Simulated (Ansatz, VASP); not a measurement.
**Mo in VASP and in Ansatz**

INCAR

```
SYSTEM = Mo
PREC = Accurate ; ENCUT = 600
EDIFF = 1E-6 ; ISMEAR = 0
SIGMA = 0.1 ; LREAL = .FALSE.
LASPH = .TRUE. ; NELM = 100
ALGO = Fast ; ISIF = 3
LWAVE = .FALSE. ; LCHARG = .FALSE.
IBRION = 2 ; NSW = 100
EDIFFG = -0.005
```

The input KPOINTS:

```
regular mesh
0
G
  18 18 18
  0 0 0
```

POSCAR

```
Mo
1.0
   -1.5563105660      1.5563105660      1.5563105660
    1.5563105660     -1.5563105660      1.5563105660
    1.5563105660      1.5563105660     -1.5563105660
Mo
1
Direct
    0.0000000000      0.0000000000      0.0000000000
```

Input for Ansatz:

```yaml
crystal:
  lattice:
    - [-1.5563105641, 1.5563105641, 1.5563105641]
    - [1.5563105641, -1.5563105641, 1.5563105641]
    - [1.5563105641, 1.5563105641, -1.5563105641]
  atoms:
    - { symbol: Mo, position: [0.0, 0.0, 0.0] }
basis:
  ecutwfc: 420
kpoints:
  mp_grid: { grid: [18, 18, 18] }
hamiltonian:
  xc: lda
scf:
  occupations: { method: gaussian, width: 0.1 }
output:
  forces: true
  stress: true
  eigenvalues: true
relax:
  adjacent_minimum: "off"
  f_tol: 0.005
  max_steps: 80
  cell: { stress_tol: 0.05 }
```

Alike in both runs: task relaxation of cell and atoms; functional LDA; k mesh 18 × 18 × 18; occupations gaussian, width 0.1 eV; no spin polarisation.

|  | VASP | Ansatz |
| --- | --- | --- |
| version | VASP 6.6.1 | Ansatz 0.2.0 |
| potentials or method | VASP PAW LDA potentials, release 64 (Mo_sv), cutoff 600 eV | scalar-relativistic, plane waves, PAW |
| valence electrons in the cell | 14 | 14 |

|  | VASP | Ansatz | Ansatz less VASP |
| --- | --- | --- | --- |
| gap on the k mesh at the Fermi level, each at its own relaxed structure (eV) | none | none | - |
| relaxed volume (Å³/atom) | 15.13 | 15.06 | -0.067 |
| relaxed cell length with the largest relative difference (Å) | 2.698 | 2.694 | -0.0040 |

LDA's correlation is that of Perdew and Zunger in VASP and of Perdew and Wang (1992) in Ansatz. A gap of «none» marks a metal or a gap that the smearing closes.
